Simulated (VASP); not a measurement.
# RbBr (Pm-3m) in VASP: further runs, part 3 of 3

VASP 6.6.1. Earlier steps stand in the parts before.

**6. Relaxation of cell and atoms, BLYP**

This run uses another cell than the first one, of 35.12 Å³/atom.

INCAR reads:

```
SYSTEM = RbBr
AGGAC = 1.0
AGGAX = 1.0
ALDAC = 0.0
ALDAX = 1.0
ALGO = Normal
EDIFF = 1E-7
EDIFFG = -0.01
ENCUT = 600
GGA = B5
IBRION = 2
ISIF = 3
ISMEAR = -1
LASPH = .True.
LCHARG = .False.
LREAL = .False.
LWAVE = .False.
NELM = 100
NSW = 60
PREC = Accurate
SIGMA = 0.05
```

KPOINTS reads:

```
k-points
0
Gamma
  7 7 7
  0 0 0
```

POSCAR reads:

```
RbBr
1.0
    4.1260773000      0.0000000000      0.0000000000
    0.0000000000      4.1260773000      0.0000000000
    0.0000000000      0.0000000000      4.1260773000
Rb Br
1 1
Direct
    0.0000000000      0.0000000000      0.0000000000
    0.5000000000      0.5000000000      0.5000000000
```

Potentials or basis: VASP PAW PBE potentials, release 64 (Rb_sv, Br).

On the command line:

```
$ cat potpaw_PBE.64/Rb_sv/POTCAR potpaw_PBE.64/Br/POTCAR > POTCAR
$ mpirun -np 1 vasp_std > vasp.out
```

OUTCAR:

```text
SYSTEM = RbBr
   EDIFF = 1E-7
   EDIFFG = -0.01
   ENCUT = 600
   GGA = B5
   IBRION = 2
   ISIF = 3
   ISMEAR = -1
   LASPH = .True.
   LREAL = .False.
   NELM = 100
   NSW = 60
   PREC = Accurate

 ion  position               nearest neighbor table
   1  0.000  0.000  0.000-   2 3.57   2 3.57   2 3.57   2 3.57   2 3.57   2 3.57   2 3.57   2 3.57

   2  0.500  0.500  0.500-   1 3.57   1 3.57   1 3.57   1 3.57   1 3.57   1 3.57   1 3.57   1 3.57

  LATTYP: Found a simple cubic cell.
 ALAT       =     4.1260773000

  Lattice vectors:

 A1 = (   4.1260773000,   0.0000000000,   0.0000000000)
 A2 = (   0.0000000000,   4.1260773000,   0.0000000000)
 A3 = (   0.0000000000,   0.0000000000,   4.1260773000)

Analysis of symmetry for initial positions (statically):
=====================================================================
 Subroutine PRICEL returns:
 Original cell was already a primitive cell.

 Routine SETGRP: Setting up the symmetry group for a
 simple cubic supercell.

 Subroutine GETGRP returns: Found 48 space group operations
 (whereof 48 operations were pure point group operations)
 out of a pool of 48 trial point group operations.

The static configuration has the point symmetry O_h .

Analysis of symmetry for dynamics (positions and initial velocities):
=====================================================================
 Subroutine PRICEL returns:
 Original cell was already a primitive cell.

 Routine SETGRP: Setting up the symmetry group for a
 simple cubic supercell.

 Subroutine GETGRP returns: Found 48 space group operations
 (whereof 48 operations were pure point group operations)
 out of a pool of 48 trial point group operations.

The dynamic configuration has the point symmetry O_h .

 Subroutine INISYM returns: Found 48 space group operations
 (whereof 48 operations are pure point group operations),
 and found     1 'primitive' translations

----------------------------------------------------------------------------------------

                                     Primitive cell

  volume of cell :      70.2445

  direct lattice vectors                    reciprocal lattice vectors
     4.126077300  0.000000000  0.000000000     0.242360947  0.000000000  0.000000000
     0.000000000  4.126077300  0.000000000     0.000000000  0.242360947  0.000000000
     0.000000000  0.000000000  4.126077300     0.000000000  0.000000000  0.242360947

  length of vectors
     4.126077300  4.126077300  4.126077300     0.242360947  0.242360947  0.242360947

  position of ions in fractional coordinates (direct lattice)
     0.000000000  0.000000000  0.000000000
     0.500000000  0.500000000  0.500000000

  ion indices of the primitive-cell ions
   primitive index   ion index
                 1           1
                 2           2

----------------------------------------------------------------------------------------

 KPOINTS: k-points

Automatic generation of k-mesh.
 Grid dimensions read from file:
 generate k-points for:    7    7    7

 Generating k-lattice:

  Cartesian coordinates                     Fractional coordinates (reciprocal lattice)
     0.034622992  0.000000000  0.000000000     0.142857143  0.000000000  0.000000000
     0.000000000  0.034622992  0.000000000     0.000000000  0.142857143  0.000000000
     0.000000000  0.000000000  0.034622992     0.000000000  0.000000000  0.142857143

  Length of vectors
     0.034622992  0.034622992  0.034622992

  Shift w.r.t. Gamma in fractional coordinates (k-lattice)
     0.000000000  0.000000000  0.000000000

 Subroutine IBZKPT returns following result:
 ===========================================

 Found     20 irreducible k-points:

 Following reciprocal coordinates:
            Coordinates               Weight
  0.000000  0.000000  0.000000      1.000000
  0.142857  0.000000  0.000000      6.000000
  0.285714  0.000000  0.000000      6.000000
  0.428571  0.000000  0.000000      6.000000
  0.142857  0.142857  0.000000     12.000000
  0.285714  0.142857  0.000000     24.000000
[... 12 lines left out ...]
  0.428571  0.428571  0.285714     24.000000
  0.428571  0.428571  0.428571      8.000000
   k-points           NKPTS =     20   k-points in BZ     NKDIM =     20   number of bands    NBANDS=     12
   number of dos      NEDOS =    301   number of ions     NIONS =      2
   total plane-waves  NPLWV =  46656
   dimension x,y,z NGX =    36 NGY =   36 NGZ =   36
   dimension x,y,z NGXF=    72 NGYF=   72 NGZF=   72
   ions per type =               1   1
   NGX,Y,Z   is equivalent  to a cutoff of  14.50, 14.50, 14.50 a.u.
   NGXF,Y,Z  is equivalent  to a cutoff of  29.01, 29.01, 29.01 a.u.
 SYSTEM =  RbBr
   PREC   = accura    normal or accurate (medium, high low for compatibility)
   ISTART =      0    job   : 0-new  1-cont  2-samecut
   ICHARG =      2    charge: 1-file 2-atom 10-const
   ISPIN  =      1    spin polarized calculation?
   LNONCOLLINEAR =      F non collinear calculations
   LSORBIT =      F    spin-orbit coupling
   LASPH  =      T    aspherical Exc in radial PAW
   ENCUT  =  600.0 eV  44.10 Ry    6.64 a.u.   8.24  8.24  8.24*2*pi/ulx,y,z
   NELM   =    100;   NELMIN=  2; NELMDL= -5     # of ELM steps
   EDIFF  = 0.1E-06   stopping-criterion for ELM
   LREAL  =      F    real-space projection
   EDIFFG = -.1E-01   stopping-criterion for IOM
   NSW    =     60    number of steps for IOM
   IBRION =      2    ionic relax: 0-MD 1-quasi-New 2-CG
   NFREE  =      1    steps in history (QN), initial steepest desc. (CG)
   ISIF   =      3    stress and relaxation
   ISYM   =      2    0-nonsym 1-usesym 2-fastsym
   POTIM  = 0.5000    time-step for ionic-motion
   TEBEG  =    0.0;   TEEND  =   0.0 temperature during run
   PSTRESS=    0.0 pullay stress
   NELECT =      16.0000    total number of electrons
   NUPDOWN=      -1.0000    fix difference up-down
   EMIN   =  10.00;   EMAX   =-10.00  energy-range for DOS
   EFERMI =   0.00;   METHOD = LEGACY
   ISMEAR =    -1;   SIGMA  =   0.05  broadening in eV -4-tet -1-fermi 0-gaus
   EFERMI_NEDOS =   21; number of points for ismear=-14 and -15
   IALGO  =     38    algorithm
   IMIX   =      4    mixing-type and parameters
     AMIX     =   0.40;   BMIX     =  1.00
     AMIX_MAG =   1.60;   BMIX_MAG =  1.00
  volume/ion in A,a.u.               =      35.12       237.02
  Fermi-wavevector in a.u.,A,eV,Ry     =   0.999795  1.889338 13.600238  0.999589
  Thomas-Fermi vector in A             =   2.132108
   LORBIT       =      0    0 simple, 1 ext, 2 COOP (PROOUT), +10 PAW based schemes
   GGA     = B5    functional components
   LHFCALC =     F    Hartree Fock is set to
   AEXX    =    0.0000 exact exchange contribution
   IVDW    =     0    specifies the selected vdW correction
   LEPSILON=     F    determine dielectric tensor
   LRPA    =     F    only Hartree local field effects (RPA)
 conjugate gradient relaxation of ions
 non-spin polarized calculation
  energy-cutoff  :      600.00
  volume of cell :       70.24
 maximum number of plane-waves:      2363
 NGX is ok and might be reduce to    36
   NGX = 17   NGY = 17   NGZ = 17

--------------------------------------- Ionic step        1  -------------------------------------------

 number of electron      16.0000001 magnetization

 Free energy of the ion-electron system (eV)
  ---------------------------------------------------
  ext. energy  EPLUGINS =         0.00000000
  ---------------------------------------------------
  free energy    TOTEN  =        -5.50175296 eV

  energy without entropy =       -5.50175296  energy(sigma->0) =       -5.50175296

------------------------ aborting loop because EDIFF is reached ----------------------------------------

  FORCE on cell =-STRESS in cart. coord.  units (eV):
  Direction    XX          YY          ZZ          XY          YZ          ZX
  --------------------------------------------------------------------------------------
  -------------------------------------------------------------------------------------
  Total        0.8775107      0.8775107      0.8775107     -0.0000000     -0.0000000      0.0000000
  in kB       20.0147852     20.0147852     20.0147852     -0.0000000     -0.0000000      0.0000000
  external PRESSURE =      20.0147852 kB  Pullay stress =       0.0000000 kB
[... 93 lines left out ...]
  energy  without entropy=       -5.5526952177  energy(sigma->0) =       -5.55269522

--------------------------------------- Ionic step        4  -------------------------------------------

 number of electron      15.9999999 magnetization

 Free energy of the ion-electron system (eV)
  ---------------------------------------------------
  ext. energy  EPLUGINS =         0.00000000
  ---------------------------------------------------
  free energy    TOTEN  =        -5.55295697 eV

  energy without entropy =       -5.55295697  energy(sigma->0) =       -5.55295697

 E-fermi :   0.2272     XC(G=0):  -7.0871

 val. band max:       -0.9137125492   @ k =   0.4286   0.4286   0.0000
 cond. band min:       2.8408444369   @ k =   0.0000   0.0000   0.0000
 fundamental gap:      3.7545569861
 Fermi energy:         0.2272076391

 k-point     1 :       0.0000    0.0000    0.0000
  band No.  band energies     occupation
      1     -26.2113      2.00000
      2     -13.3312      2.00000
      3     -10.2555      2.00000
      4     -10.2555      2.00000
      5     -10.2555      2.00000
      6      -1.0371      2.00000
      7      -1.0371      2.00000
      8      -1.0371      2.00000
      9       2.8408      0.00000
     10       4.8144      0.00000
     11       4.8144      0.00000
     12       8.5606      0.00000
[... 312 lines left out ...]
  FREE ENERGIE OF THE ION-ELECTRON SYSTEM (eV)
  ---------------------------------------------------
  free  energy   TOTEN  =        -5.5529569687 eV

  energy  without entropy=       -5.5529569687  energy(sigma->0) =       -5.55295697

 reached required accuracy - stopping structural energy minimisation
```

OSZICAR:

```text
N       E                     dE             d eps       ncg     rms          rms(c)
DAV:   1     0.966476821168E+02    0.96648E+02   -0.76597E+03   480   0.130E+03
DAV:   2    -0.197213511365E+00   -0.96845E+02   -0.90972E+02   688   0.203E+02
DAV:   3    -0.566410517638E+01   -0.54669E+01   -0.54472E+01   604   0.543E+01
[... 37 lines left out ...]
DAV:   4    -0.555294657732E+01   -0.12920E-04   -0.27196E-04   752   0.866E-02    0.232E-02
DAV:   5    -0.555295475318E+01   -0.81759E-05   -0.13583E-05   888   0.281E-02    0.119E-02
DAV:   6    -0.555295728146E+01   -0.25283E-05   -0.21003E-06   596   0.145E-02    0.279E-03
DAV:   7    -0.555295705081E+01    0.23065E-06   -0.10334E-07   384   0.276E-03    0.641E-04
DAV:   8    -0.555295696875E+01    0.82061E-07   -0.23985E-08   280   0.116E-03
   4 F= -.55529570E+01 E0= -.55529570E+01  d E =-.512040E-01
```

CONTCAR:

```text
RbBr
   1.00000000000000
     4.3003991432466693    0.0000000000000000    0.0000000000000000
    -0.0000000000000000    4.3003991432466693    0.0000000000000000
    -0.0000000000000000   -0.0000000000000000    4.3003991432466693
  Rb              Br
     1     1
Direct
     0.0000000000000000    0.0000000000000000    0.0000000000000000
     0.5000000000000000    0.5000000000000000    0.5000000000000000

  0.00000000E+00  0.00000000E+00  0.00000000E+00
  0.00000000E+00  0.00000000E+00  0.00000000E+00
```

Wall time 58 s (1 thread of Intel Xeon 6975P-C (Granite Rapids), shared host); peak memory 0.22 GiB.

What came out:

- Free energy: -5.5530 eV
- Relaxed volume: 39.76 Å³/atom
- Relaxed cell: a = 4.300 Å, b = 4.300 Å, c = 4.300 Å, α = 90.00°, β = 90.00°, γ = 90.00°
- Space group after relaxing (to 0.1 Å): Pm-3m (No. 221)
- Energy gained by relaxing: 25.6 meV/atom
- Ionic steps: 4
- Pressure after relaxing: 0.0 GPa
- Band gap on the k mesh: 3.75 eV (least direct gap 3.88 eV)

The path:
```csv
step,energy change (eV),largest force (eV/Å),pressure (GPa),volume (Å³)
1,0.0000,0.0000,2.00,70.24
2,-0.0396,0.0000,0.84,74.80
3,-0.0509,0.0000,-0.12,80.25
4,-0.0512,0.0000,-0.01,79.53
```

Final structure:
```yaml
crystal:
  lattice:
    - [4.30040, 0.00000, 0.00000]
    - [0.00000, 4.30040, 0.00000]
    - [0.00000, 0.00000, 4.30040]
  atoms:
    - { symbol: Rb, position: [0.00000, 0.00000, 0.00000] }
    - { symbol: Br, position: [0.50000, 0.50000, 0.50000] }
```

Caveat: the PAW data sets were made with another functional, which shifts forces and pressure a little; an odd mesh through Γ misses points on the zone boundary, where band edges can lie.

**7. Relaxation of cell and atoms, r2SCAN**

This run uses another cell than the first one, of 35.12 Å³/atom.

POSCAR is that of step 6.

INCAR.step1 reads:

```
SYSTEM = RbBr
  PREC = Accurate
  ENCUT = 600
  ISMEAR = -1
  SIGMA = 0.05
  LREAL = .FALSE.
  LASPH = .TRUE.
  NELM = 80
  GGA = PE
  ALGO = Normal
  EDIFF = 1E-4
  LWAVE = .TRUE.
  LCHARG = .FALSE.
```

INCAR.step2 reads:

```
SYSTEM = RbBr
  PREC = Accurate
  ENCUT = 600
  EDIFF = 1E-7
  ISMEAR = -1
  SIGMA = 0.05
  LREAL = .FALSE.
  LASPH = .TRUE.
  NELM = 80
  ALGO = Normal
  ISIF = 3
  LWAVE = .FALSE.
  LCHARG = .FALSE.
  METAGGA = R2SCAN
  LMIXTAU = .TRUE.
  IBRION = 2
  NSW = 60
  EDIFFG = -0.01
  ISTART = 1
```

KPOINTS reads:

```
regular mesh
0
G
  7 7 7
  0 0 0
```

On the command line:

```
$ cat potpaw_PBE.64/Rb_sv/POTCAR potpaw_PBE.64/Br/POTCAR > POTCAR
$ cp INCAR.step1 INCAR
$ mpirun -np 1 vasp_std > vasp.out
$ cp INCAR.step2 INCAR
$ mpirun -np 1 vasp_std > vasp.out
```

Wall time 63 s (1 thread of Intel Xeon 6975P-C (Granite Rapids), shared host); peak memory 0.23 GiB.

It converged, with:

```yaml
Free_energy: -31.1109 eV
Relaxed_volume: 35.18 Å³/atom
Relaxed_cell: a = 4.128 Å, b = 4.128 Å, c = 4.128 Å, α = 90.00°, β = 90.00°, γ = 90.00°
Space_group_after_relaxing_to_0.1_Å: Pm-3m (No. 221)
Energy_gained_by_relaxing: 0.0 meV/atom
Ionic_steps: 2
Pressure_after_relaxing: 0.0 GPa
Band_gap_on_the_k_mesh: 4.85 eV (least direct gap 4.98 eV)
```

Final structure:
```xyz
2
Lattice="4.1283 0.0000 0.0000 0.0000 4.1283 0.0000 0.0000 0.0000 4.1283" Properties=species:S:1:pos:R:3 pbc="T T T"
Rb    0.0000    0.0000    0.0000
Br    2.0642    2.0642    2.0642
```

Levels at points of the mesh, in eV from the valence-band top:
| k point | band 4 | band 5 | band 6 | band 7 | band 8 | band 9 | band 10 | band 11 | band 12 |
| --- | --- | --- | --- | --- | --- | --- | --- | --- | --- |
| (0.00, 0.00, 0.00) | -9.30 | -9.30 | -0.13 | -0.13 | -0.13 | 4.85 | 6.14 | 6.14 | 10.74 |

Caveat: the PAW data sets were made with another functional, which shifts forces and pressure a little; an odd mesh through Γ misses points on the zone boundary, where band edges can lie.

**8. Overview**

| task | level | cell | cutoff (eV) | gap on the mesh (eV) | pressure (GPa) | relaxed volume (Å³/atom) |
| --- | --- | --- | --- | --- | --- | --- |
| single point | PBE+D4 | a = 4.138 Å, 2 atoms | 520 | 4.07 | 0.0 | - |
| single point | PBE | a = 4.193 Å, 2 atoms | 520 | 3.95 | 0.1 | - |
| relaxation of cell and atoms | PBE+D3(BJ) | relaxed from a = 4.126 Å, 2 atoms | 600 | 4.15 | 0.0 | 34.70 |
| relaxation of cell and atoms | PBE+D4 | relaxed from a = 4.126 Å, 2 atoms | 600 | 4.07 | 0.0 | 35.52 |
| relaxation of cell and atoms | BLYP | relaxed from a = 4.126 Å, 2 atoms | 600 | 3.75 | 0.0 | 39.76 |
| relaxation of cell and atoms | r2SCAN | relaxed from a = 4.126 Å, 2 atoms | 600 | 4.85 | 0.0 | 35.18 |

Alike in all rows: potentials or basis VASP PAW PBE potentials, release 64 (Rb_sv, Br); no spin polarisation; k mesh 7 × 7 × 7; smearing fermi-dirac 0.05 eV.

Caveats: an odd mesh through Γ misses points on the zone boundary, where band edges can lie; the PAW data sets were made with another functional, which shifts forces and pressure a little (at least some runs).

Absolute energies hang on the potentials; compare differences alone.
